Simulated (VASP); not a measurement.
# Sn2F3 (R-3c) in VASP: notebook

Runs on Sn2F3. Level: PBE. Tasks: single point.

Program: VASP 6.6.1. These are calculated values, not measurements. Logs are shortened: lines on timing, memory, paths and dates and some standing lists are left out, and cuts for length are marked.

## (1) The cell of the first run

It takes space group R-3c (No. 167, trigonal). Conventional cell: a = 7.113 Å, b = 7.113 Å, c = 12.356 Å, α = 90.00°, β = 90.00°, γ = 120.00°. Sn (site symmetry 3) has 6 F at 2.38 to 2.91 Å and 2 Sn at 3.05 to 3.13 Å within 3.2 Å. F (site symmetry 2) has 4 Sn at 2.38 to 2.91 Å and 6 F at 3.11 to 3.20 Å within 3.3 Å.

## (2) Single point, PBE

INCAR

```
PREC = Accurate
ENCUT = 520
EDIFF = 1E-6
ISMEAR = 0
SIGMA = 0.1
LREAL = False
LASPH = True
NELM = 100
ALGO = Normal
ISIF = 2
LWAVE = False
LCHARG = False
GGA = PE
NBANDS = 60
```

KPOINTS

```
Automatic mesh
0
Gamma
  6 6 6
```

POSCAR

```
Sn2F3
1.0
    3.5562640139      2.0532099857      4.1186949892
   -3.5562640139      2.0532099857      4.1186949892
    0.0000000000     -4.1064199715      4.1186949891
Sn F
4 6
Direct
    0.8765303801      0.8765303801      0.8765303801
    0.6234696199      0.6234696199      0.6234696199
    0.1234696199      0.1234696199      0.1234696199
    0.3765303801      0.3765303801      0.3765303801
    0.0943586938      0.4056413062      0.7500000000
    0.7500000000      0.0943586938      0.4056413062
    0.4056413062      0.7500000000      0.0943586938
    0.9056413062      0.5943586938      0.2500000000
    0.2500000000      0.9056413062      0.5943586938
    0.5943586938      0.2500000000      0.9056413062
```

Potentials or basis: VASP PAW PBE potentials, release 64 (Sn_d, F).

Run with:

```
cat potpaw_PBE.64/Sn_d/POTCAR potpaw_PBE.64/F/POTCAR > POTCAR
mpirun -np 1 vasp_std > vasp.out
```

OUTCAR:

```text
PREC = Accurate
   ENCUT = 520
   EDIFF = 1E-6
   ISMEAR = 0
   LREAL = False
   LASPH = True
   NELM = 100
   ISIF = 2
   GGA = PE

 ion  position               nearest neighbor table
   1  0.877  0.877  0.877-   8 2.38  10 2.38   9 2.38   3 3.05   2 3.13
   2  0.623  0.623  0.623-   8 2.38   9 2.38  10 2.38   4 3.05   1 3.13
   3  0.123  0.123  0.123-   5 2.38   7 2.38   6 2.38   1 3.05   4 3.13
   4  0.377  0.377  0.377-   5 2.38   6 2.38   7 2.38   2 3.05   3 3.13
   5  0.094  0.406  0.750-   3 2.38   4 2.38
   6  0.750  0.094  0.406-   4 2.38   3 2.38
   7  0.406  0.750  0.094-   3 2.38   4 2.38
   8  0.906  0.594  0.250-   1 2.38   2 2.38
   9  0.250  0.906  0.594-   2 2.38   1 2.38
  10  0.594  0.250  0.906-   1 2.38   2 2.38

  LATTYP: Found a trigonal (rhomboedric) cell.
 ALAT       =     5.8160410415
 COS(alpha) =     0.2522385688

  Lattice vectors:

 A1 = (   3.5562640139,   2.0532099857,   4.1186949892)
 A2 = (  -3.5562640139,   2.0532099857,   4.1186949892)
 A3 = (   0.0000000000,  -4.1064199715,   4.1186949891)

Analysis of symmetry for initial positions (statically):
=====================================================================
 Subroutine PRICEL returns:
 Original cell was already a primitive cell.

 Routine SETGRP: Setting up the symmetry group for a
 trigonal (rhombohedral) supercell.

 Subroutine GETGRP returns: Found 12 space group operations
 (whereof  6 operations were pure point group operations)
 out of a pool of 12 trial point group operations.

The static configuration has the point symmetry S_6 .
 The point group associated with its full space group is D_3d.

Analysis of symmetry for dynamics (positions and initial velocities):
=====================================================================
 Subroutine PRICEL returns:
 Original cell was already a primitive cell.

 Routine SETGRP: Setting up the symmetry group for a
 trigonal (rhombohedral) supercell.

 Subroutine GETGRP returns: Found 12 space group operations
 (whereof  6 operations were pure point group operations)
 out of a pool of 12 trial point group operations.

The dynamic configuration has the point symmetry S_6 .
 The point group associated with its full space group is D_3d.

 Subroutine INISYM returns: Found 12 space group operations
 (whereof  6 operations are pure point group operations),
 and found     1 'primitive' translations

----------------------------------------------------------------------------------------

                                     Primitive cell

  volume of cell :     180.4423

  direct lattice vectors                    reciprocal lattice vectors
     3.556264014  2.053209986  4.118694989     0.140596986  0.081173707  0.080931784
    -3.556264014  2.053209986  4.118694989    -0.140596986  0.081173707  0.080931784
     0.000000000 -4.106419972  4.118694989     0.000000000 -0.162347415  0.080931784

  length of vectors
     5.816041041  5.816041041  5.816041041     0.181401865  0.181401865  0.181401865

  position of ions in fractional coordinates (direct lattice)
     0.876530380  0.876530380  0.876530380
     0.623469620  0.623469620  0.623469620
     0.123469620  0.123469620  0.123469620
     0.376530380  0.376530380  0.376530380
     0.094358694  0.405641306  0.750000000
     0.750000000  0.094358694  0.405641306
     0.405641306  0.750000000  0.094358694
     0.905641306  0.594358694  0.250000000
     0.250000000  0.905641306  0.594358694
     0.594358694  0.250000000  0.905641306

  ion indices of the primitive-cell ions
   primitive index   ion index
                 1           1
                 2           2
                 3           3
                 4           4
                 5           5
                 6           6
                 7           7
                 8           8
                 9           9
                10          10

----------------------------------------------------------------------------------------

 KPOINTS: Automatic mesh

Automatic generation of k-mesh.
 Grid dimensions read from file:
 generate k-points for:    6    6    6

 Generating k-lattice:

  Cartesian coordinates                     Fractional coordinates (reciprocal lattice)
     0.023432831  0.013528951  0.013488631     0.166666667 -0.000000000  0.000000000
    -0.023432831  0.013528951  0.013488631    -0.000000000  0.166666667  0.000000000
     0.000000000 -0.027057902  0.013488631     0.000000000  0.000000000  0.166666667

  Length of vectors
     0.030233644  0.030233644  0.030233644

  Shift w.r.t. Gamma in fractional coordinates (k-lattice)
     0.000000000  0.000000000  0.000000000

 Subroutine IBZKPT returns following result:
 ===========================================

 Found     32 irreducible k-points:

 Following reciprocal coordinates:
            Coordinates               Weight
  0.000000  0.000000  0.000000      1.000000
  0.166667  0.000000 -0.000000      6.000000
  0.333333 -0.000000  0.000000      6.000000
  0.500000  0.000000 -0.000000      3.000000
  0.166667  0.166667 -0.000000      6.000000
  0.333333  0.166667 -0.000000     12.000000
[... 16 lines left out ...]
  0.500000  0.500000  0.166667      6.000000
 -0.333333  0.500000  0.166667     12.000000
 [... further k-points ...]
   k-points           NKPTS =     32   k-points in BZ     NKDIM =     32   number of bands    NBANDS=     60
   number of dos      NEDOS =    301   number of ions     NIONS =     10
   total plane-waves  NPLWV = 110592
   dimension x,y,z NGX =    48 NGY =   48 NGZ =   48
   dimension x,y,z NGXF=    96 NGYF=   96 NGZF=   96
   ions per type =               4   6
   NGX,Y,Z   is equivalent  to a cutoff of  13.72, 13.72, 13.72 a.u.
   NGXF,Y,Z  is equivalent  to a cutoff of  27.44, 27.44, 27.44 a.u.
 SYSTEM =  unknown system
   PREC   = accura    normal or accurate (medium, high low for compatibility)
   ISTART =      0    job   : 0-new  1-cont  2-samecut
   ICHARG =      2    charge: 1-file 2-atom 10-const
   ISPIN  =      1    spin polarized calculation?
   LNONCOLLINEAR =      F non collinear calculations
   LSORBIT =      F    spin-orbit coupling
   LASPH  =      T    aspherical Exc in radial PAW
   ENCUT  =  520.0 eV  38.22 Ry    6.18 a.u.  10.81 10.81 10.81*2*pi/ulx,y,z
   NELM   =    100;   NELMIN=  2; NELMDL= -5     # of ELM steps
   EDIFF  = 0.1E-05   stopping-criterion for ELM
   LREAL  =      F    real-space projection
   EDIFFG = 0.1E-04   stopping-criterion for IOM
   NSW    =      0    number of steps for IOM
   IBRION =     -1    ionic relax: 0-MD 1-quasi-New 2-CG
   NFREE  =      0    steps in history (QN), initial steepest desc. (CG)
   ISIF   =      2    stress and relaxation
   ISYM   =      2    0-nonsym 1-usesym 2-fastsym
   POTIM  = 0.5000    time-step for ionic-motion
   TEBEG  =    0.0;   TEEND  =   0.0 temperature during run
   PSTRESS=    0.0 pullay stress
   NELECT =      98.0000    total number of electrons
   NUPDOWN=      -1.0000    fix difference up-down
   EMIN   =  10.00;   EMAX   =-10.00  energy-range for DOS
   EFERMI =   0.00;   METHOD = LEGACY
   ISMEAR =     0;   SIGMA  =   0.10  broadening in eV -4-tet -1-fermi 0-gaus
   EFERMI_NEDOS =   21; number of points for ismear=-14 and -15
   IALGO  =     38    algorithm
   IMIX   =      4    mixing-type and parameters
     AMIX     =   0.40;   BMIX     =  1.00
     AMIX_MAG =   1.60;   BMIX_MAG =  1.00
  volume/ion in A,a.u.               =      18.04       121.77
  Fermi-wavevector in a.u.,A,eV,Ry     =   1.335685  2.524079 24.273541  1.784055
  Thomas-Fermi vector in A             =   2.464370
   LORBIT       =      0    0 simple, 1 ext, 2 COOP (PROOUT), +10 PAW based schemes
   GGA     = PE    functional components
   LHFCALC =     F    Hartree Fock is set to
   AEXX    =    0.0000 exact exchange contribution
   IVDW    =     0    specifies the selected vdW correction
   LEPSILON=     F    determine dielectric tensor
   LRPA    =     F    only Hartree local field effects (RPA)
 non-spin polarized calculation
 Gauss-broadening in eV      SIGMA  =   0.10
  energy-cutoff  :      520.00
  volume of cell :      180.44
 maximum number of plane-waves:      4882
 NGX is ok and might be reduce to    48
   NGX = 21   NGY = 21   NGZ = 21

 number of electron      97.9999987 magnetization

 Free energy of the ion-electron system (eV)
  ---------------------------------------------------
  ext. energy  EPLUGINS =         0.00000000
  ---------------------------------------------------
  free energy    TOTEN  =       -44.67245444 eV

  energy without entropy =      -44.66222616  energy(sigma->0) =      -44.66734030

 E-fermi :   5.2982     XC(G=0):  -9.5404

 val. band max:        5.2544784990   @ k =  -0.1667   0.5000   0.1667
 cond. band min:       5.3155307706   @ k =   0.5000   0.0000  -0.0000
 fundamental gap:      0.0610522717
 Fermi energy:         5.2982275711

 k-point     1 :       0.0000    0.0000    0.0000
  band No.  band energies     occupation
      1     -18.6868      2.00000
      2     -18.5697      2.00000
      3     -18.5697      2.00000
      4     -18.5043      2.00000
      5     -18.5043      2.00000
      6     -18.3491      2.00000
[... 52 lines left out ...]
     59       9.2548      0.00000
     60      12.6202      0.00000

 k-point     2 :       0.1667    0.0000   -0.0000
  band No.  band energies     occupation
      1     -18.6750      2.00000
      2     -18.5703      2.00000
      3     -18.5618      2.00000
      4     -18.5112      2.00000
      5     -18.5016      2.00000
      6     -18.3651      2.00000
[... 1375 lines left out ...]
     59       9.9564      0.00000
     60      12.1911      0.00000

 k-point    24 :      -0.3333    0.5000    0.1667
  band No.  band energies     occupation
      1     -18.5849      2.00000
      2     -18.5676      2.00000
      3     -18.5363      2.00000
      4     -18.5107      2.00000
      5     -18.5025      2.00000
      6     -18.4844      2.00000
[... 52 lines left out ...]
     59      10.0097      0.00000
     60      11.6096      0.00000

 [... further k-points ...]

------------------------ aborting loop because EDIFF is reached ----------------------------------------

  FORCE on cell =-STRESS in cart. coord.  units (eV):
  Direction    XX          YY          ZZ          XY          YZ          ZX
  --------------------------------------------------------------------------------------
  -------------------------------------------------------------------------------------
  Total        0.0468508      0.0468508     -0.2337893      0.0000000      0.0000000     -0.0000000
  in kB        0.4159961      0.4159961     -2.0758547      0.0000000      0.0000000     -0.0000000
  external PRESSURE =      -0.4146208 kB  Pullay stress =       0.0000000 kB

 VOLUME and BASIS-vectors are now :
 -----------------------------------------------------------------------------
  energy-cutoff  :      520.00
  volume of cell :      180.44
      direct lattice vectors                 reciprocal lattice vectors
     3.556264014  2.053209986  4.118694989     0.140596986  0.081173707  0.080931784
    -3.556264014  2.053209986  4.118694989    -0.140596986  0.081173707  0.080931784
     0.000000000 -4.106419972  4.118694989     0.000000000 -0.162347415  0.080931784

 POSITION                                       TOTAL-FORCE (eV/Angst)
 -----------------------------------------------------------------------------------
      0.00000     -0.00000     10.83048        -0.000000     -0.000000      0.016471
      0.00000     -0.00000      7.70364        -0.000000      0.000000     -0.016471
      0.00000     -0.00000      1.52560        -0.000000      0.000000     -0.016471
      0.00000     -0.00000      4.65244        -0.000000     -0.000000      0.016471
     -1.10700     -2.05321      5.14837         0.001330     -0.000000     -0.000000
      2.33163      0.06791      5.14837        -0.000665      0.001152      0.000000
     -1.22463      1.98530      5.14837        -0.000665     -0.001152     -0.000000
      1.10700      2.05321      7.20772        -0.001330     -0.000000      0.000000
     -2.33163     -0.06791      7.20772         0.000665     -0.001152     -0.000000
      1.22463     -1.98530      7.20772         0.000665      0.001152      0.000000
 -----------------------------------------------------------------------------------
    total drift:                                0.000000     -0.000000     -0.000000

  FREE ENERGIE OF THE ION-ELECTRON SYSTEM (eV)
  ---------------------------------------------------
  free  energy   TOTEN  =       -44.6724544419 eV

  energy  without entropy=      -44.6622261649  energy(sigma->0) =      -44.66734030
```

Run time: 3.2 min. Hardware: 1 thread of Intel Xeon 6975P-C (Granite Rapids), shared host; peak memory 0.45 GiB.

What came out:

```
Free energy            : -44.6725 eV
Pressure               : 0.0 GPa
Largest force          : 0.016 eV/Å
Band gap on the k mesh : zero (bands 49 and 50 overlap by 0.30 eV)
```

Forces on the atoms (eV/Å):
```
Sn   0.000  0.000  0.016
Sn   0.000  0.000 -0.016
Sn   0.000  0.000 -0.016
Sn   0.000  0.000  0.016
F    0.001  0.000  0.000
F   -0.001  0.001  0.000
F   -0.001 -0.001  0.000
F   -0.001  0.000  0.000
F    0.001 -0.001  0.000
F    0.001  0.001  0.000
```

Stress tensor (GPa, compression positive):
```
 0.04  0.00  0.00
 0.00  0.04  0.00
 0.00  0.00 -0.21
```

Caveat: spin-orbit coupling is left out, which moves the levels of the heavy elements.

## (3) Single point, PBE

This run uses another cell than the first one, of 18.12 Å³/atom.

INCAR

```
ALGO     = Normal         # electronic algorithm
EDIFF    = 1E-6           # SCF threshold, eV
ENCUT    = 520            # plane-wave cutoff, eV
GGA      = PE             # functional
ISIF     = 2              # what is computed and relaxed
ISMEAR   = 0              # smearing method
LASPH    = True           # aspherical terms in the spheres
LCHARG   = False          # write CHGCAR
LREAL    = False          # projectors in reciprocal space
LWAVE    = False          # write WAVECAR
NBANDS   = 60             # bands
NELM     = 60             # most SCF steps
PREC     = Accurate       # precision mode
SIGMA    = 0.1            # smearing width, eV
```

KPOINTS

```
k-points
0
Gamma
  6 6 6
```

POSCAR

```
Sn2F3
1.0
    3.5633271685      2.0572878999      4.1204742389
   -3.5633271685      2.0572878999      4.1204742389
    0.0000000000     -4.1145757998      4.1204742390
Sn F
4 6
Direct
    0.8769020605      0.8769020605      0.8769020605
    0.6230979395      0.6230979395      0.6230979395
    0.1230979395      0.1230979395      0.1230979395
    0.3769020605      0.3769020605      0.3769020605
    0.0966840837      0.4033159163      0.7500000000
    0.7500000000      0.0966840837      0.4033159163
    0.4033159163      0.7500000000      0.0966840837
    0.9033159163      0.5966840837      0.2500000000
    0.2500000000      0.9033159163      0.5966840837
    0.5966840837      0.2500000000      0.9033159163
```

Potentials or basis: VASP PAW PBE potentials, release 64 (Sn_d, F).

Run with:

```
cat potpaw_PBE.64/Sn_d/POTCAR potpaw_PBE.64/F/POTCAR > POTCAR
mpirun -np 1 vasp_std > vasp.out
```

It took 3.2 min on 1 thread of Intel Xeon 6975P-C (Granite Rapids), shared host; peak memory 0.46 GiB.

Results (log left out):

- Free energy: -44.6731 eV
- Pressure: -0.1 GPa
- Largest force: 0.010 eV/Å
- Band gap on the k mesh: zero (bands 49 and 50 overlap by 0.29 eV)

Forces in eV/Å, atoms in the order of the input:
```
Sn   0.000  0.000 -0.009
Sn   0.000  0.000  0.009
Sn   0.000  0.000  0.009
Sn   0.000  0.000 -0.009
F   -0.010  0.000  0.000
F    0.005 -0.009  0.000
F    0.005  0.009  0.000
F    0.010  0.000  0.000
F   -0.005  0.009  0.000
F   -0.005 -0.009  0.000
```

Stress tensor (GPa, compression positive):
```
-0.11  0.00  0.00
 0.00 -0.11  0.00
 0.00  0.00 -0.21
```

Levels at points of the mesh, in eV from the Fermi level:
| k point | band 47 | band 48 | band 49 | band 50 | band 51 | band 52 |
| --- | --- | --- | --- | --- | --- | --- |
| (0.00, 0.00, 0.00) | -2.59 | -1.77 | -1.10 | 1.76 | 2.22 | 2.22 |
| (0.50, 0.00, 0.00) | -2.78 | -2.78 | 0.02 | 0.02 | 1.65 | 1.65 |
| (0.50, 0.50, 0.00) | -3.22 | -2.55 | -1.31 | 0.44 | 2.11 | 2.36 |
| (0.50, 0.50, 0.50) | -3.02 | -3.02 | 0.25 | 0.25 | 1.93 | 1.93 |

Caveat: spin-orbit coupling is left out, which moves the levels of the heavy elements.

The gap in the log of VASP goes by the Fermi energy; the results here count the filled bands.